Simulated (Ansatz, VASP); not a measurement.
**Two plane-wave programs on NbC**

```xyz
2
Lattice="0.0000 2.2296 2.2296 2.2296 0.0000 2.2296 2.2296 2.2296 0.0000" Properties=species:S:1:pos:R:3 pbc="T T T"
Nb    0.0000    0.0000    0.0000
C     2.2296    2.2296    2.2296
```

Alike in both runs: task single point; functional PBE; dispersion D4; k mesh 10 × 10 × 10; occupations gaussian, width 0.05 eV; no spin polarisation.

```csv
,VASP,Ansatz
version,VASP 6.6.1,Ansatz 0.2.0
potentials or method,"VASP PAW PBE potentials, release 64 (Nb_sv, C), cutoff 600 eV","scalar-relativistic, plane waves, PAW"
valence electrons in the cell,17,17
```

```csv
,VASP,Ansatz,Ansatz less VASP
gap on the k mesh at the Fermi level (eV),none,none,-
pressure (GPa),-0.6,0.1,+0.71
```

A gap of «none» marks a metal or a gap that the smearing closes.
